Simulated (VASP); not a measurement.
Crystal: InAs2.

```
CELL_PARAMETERS angstrom
0.00000 3.18193 3.18193
3.18193 0.00000 3.18193
3.18193 3.18193 0.00000
ATOMIC_POSITIONS crystal
In 0.00000 0.00000 0.00000
As 0.25000 0.25000 0.25000
As 0.75000 0.75000 0.75000
```

```yaml
Program: VASP 6.6.1
Task: relaxation of cell and atoms
Functional: PBE
Potentials_or_basis: VASP PAW PBE potentials, release 64 (In_d, As)
Cutoff: 600 eV
k_mesh: 6 × 6 × 6
Occupations: gaussian, width 0.1 eV
Spin: no spin polarisation
```

At the start: pressure 13.0 GPa; volume 21.48 Å³/atom.

**Question.** How do energy, volume and symmetry change on relaxing?

**Answer.** Over 3 steps the energy falls by 125.4 meV/atom and the volume is 25.02 Å³/atom (+16.5 %); space group Fm-3m (No. 225, to 0.1 Å) before and after.

Step by step:
| step | energy change (eV) | largest force (eV/Å) | pressure (GPa) | volume (Å³) |
| --- | --- | --- | --- | --- |
| 1 | 0.0000 | 0.0000 | 12.98 | 64.43 |
| 2 | -0.2725 | 0.0000 | -4.38 | 82.05 |
| 3 | -0.3763 | 0.0000 | 0.01 | 75.07 |

Final structure:
```xyz
3
Lattice="0.0000 3.3482 3.3482 3.3482 0.0000 3.3482 3.3482 3.3482 0.0000" Properties=species:S:1:pos:R:3 pbc="T T T"
In    0.0000    0.0000    0.0000
As    1.6741    1.6741    1.6741
As    5.0223    5.0223    5.0223
```

Caveat: the volume moved by over 15 % at a fixed basis, so the end points are rough; an odd number of electrons without spin polarisation forces a metal; a magnetic or distorted state may lie lower.
